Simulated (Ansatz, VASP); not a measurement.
**K3I2Br: VASP beside Ansatz**

The input INCAR:

```
PREC = Accurate ; ENCUT = 520
EDIFF = 1E-7 ; ISMEAR = 0
SIGMA = 0.05 ; LREAL = F
LASPH = T ; NELM = 60
ALGO = Normal ; ISIF = 2
LWAVE = F ; LCHARG = F
IBRION = 2 ; NSW = 50
EDIFFG = -0.01
```

KPOINTS

```
Automatic mesh
0
Gamma
  6 6 2
```

Contents of POSCAR:

```
K3I2Br
1.0
    4.9466000000      0.0000000000      0.0000000000
   -2.4733000000      4.2838812624      0.0000000000
    0.0000000000      0.0000000000     12.4935000000
K I Br
3 2 1
Direct
    0.0000000000      0.0000000000      0.5000000000
    0.3333333333      0.6666666667      0.1500969033
    0.6666666667      0.3333333333      0.8499030967
    0.3333333333      0.6666666667      0.6750221222
    0.6666666667      0.3333333333      0.3249778778
    0.0000000000      0.0000000000      0.0000000000
```

Input for Ansatz:

```yaml
crystal:
  lattice:
    - [4.9466, 0.0, 0.0]
    - [-2.4733, 4.2838812624, 0.0]
    - [0.0, 0.0, 12.4935]
  atoms:
    - { symbol: K, position: [0.0, 0.0, 0.5] }
    - { symbol: K, position: [0.3333333333, 0.6666666667, 0.1500969033] }
    - { symbol: K, position: [0.6666666667, 0.3333333333, 0.8499030967] }
    - { symbol: I, position: [0.3333333333, 0.6666666667, 0.6750221222] }
    - { symbol: I, position: [0.6666666667, 0.3333333333, 0.3249778778] }
    - { symbol: Br, position: [0.0, 0.0, 0.0] }
basis:
  ecutwfc: 420
kpoints:
  mp_grid: { grid: [6, 6, 2] }
hamiltonian:
  xc: lda
scf:
  occupations: { method: gaussian, width: 0.05 }
output:
  forces: true
  stress: true
  eigenvalues: true
  write_density: true
  write_potential: true
  elf: true
  volumetric_format: npy
relax:
  adjacent_minimum: "off"
  f_tol: 0.01
  max_steps: 30
```

Alike in both runs: task relaxation of the atoms; functional LDA; k mesh 6 × 6 × 2; occupations gaussian, width 0.05 eV; no spin polarisation.

|  | VASP | Ansatz |
| --- | --- | --- |
| version | VASP 6.6.1 | Ansatz 0.2.0 |
| potentials or method | VASP PAW LDA potentials, release 64 (K_sv, I, Br), cutoff 520 eV | scalar-relativistic, plane waves, PAW |
| valence electrons in the cell | 48 | 68 |

VASP gave:

```
gap on the k mesh at the Fermi level, each at its own relaxed structure (eV) : 3.34
```

Task: Which values does Ansatz return?

Result: gap on the k mesh at the Fermi level, each at its own relaxed structure (eV): 3.33.

LDA's correlation is that of Perdew and Zunger in VASP and of Perdew and Wang (1992) in Ansatz. VASP's potentials hold 48 valence electrons a cell and Ansatz's 68, so a difference there can come from the potentials and not from the codes. Ansatz's warnings: stress scf threshold loose.

Neither program's run includes spin-orbit coupling.
